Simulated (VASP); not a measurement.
Write the native input for VASP 6.6.1 that does the following.

```
Task                   : single point
Functional             : PBE
Potentials or basis    : VASP PAW PBE potentials, release 64 (Er_3, H), 4f in core
Cutoff                 : 500 eV
k mesh                 : 4 × 4 × 4
Occupations            : gaussian, width 0.1 eV
Spin                   : no spin polarisation
Dipole correction      : no
Mended                 : yes
Further INCAR settings : ALGO = Normal; EDIFF = 1e-06; NBANDS = 14
```

The structure of ErH4 lies in POSCAR:

```
ErH4
1.0
    3.9160799800      0.0000000000      0.0000000000
    0.0000000000      3.9160799800      0.0000000000
    0.0000000000      0.0000000000      3.9160799800
Er H
1 4
Direct
    0.0000000000      0.0000000000      0.0000000000
    0.5000000000      0.0000000000      0.0000000000
    0.0000000000      0.5000000000      0.0000000000
    0.0000000000      0.0000000000      0.5000000000
    0.5000000000      0.5000000000      0.5000000000
```

The cell was built from a structure type or drawn by symmetry, and may not be a known phase.

The input as run:

INCAR

```
ALGO     = Normal         # electronic algorithm
EDIFF    = 1E-6           # SCF threshold, eV
ENCUT    = 500            # plane-wave cutoff, eV
GGA      = PE             # functional
GGA_COMPAT= F            
ISIF     = 2              # what is computed and relaxed
ISMEAR   = 0              # smearing method
LASPH    = T              # aspherical terms in the spheres
LCHARG   = F              # write CHGCAR
LMAXMIX  = 6              # l up to which the mixer works
LREAL    = F              # projectors in reciprocal space
LWAVE    = F              # write WAVECAR
NBANDS   = 14             # bands
NELM     = 200            # most SCF steps
PREC     = Accurate       # precision mode
SIGMA    = 0.1            # smearing width, eV
```

KPOINTS

```
k-points
0
Gamma
  4 4 4
```

Potentials or basis: VASP PAW PBE potentials, release 64 (Er_3, H), 4f in core.

Run with:

```bash
$ cat potpaw_PBE.64/Er_3/POTCAR potpaw_PBE.64/H/POTCAR > POTCAR
$ mpirun -np 1 vasp_std > vasp.out
```

It gave:

```yaml
Pressure: 6.0 GPa
Band_gap_on_the_k_mesh: zero (an odd number of electrons rules out a gap without spin polarisation)
```

Caveat: the k points lie up to 0.40 Å⁻¹ apart, too coarse for converged energies and pressures of a metal; spin-orbit coupling is left out, which moves the levels of the heavy elements; the 4f electrons are frozen in the core, so they carry no moment and show no levels.

It took 7 s on 1 thread of AMD EPYC 9R45 (Zen 5), with other jobs on the host, peak memory 0.13 GiB.
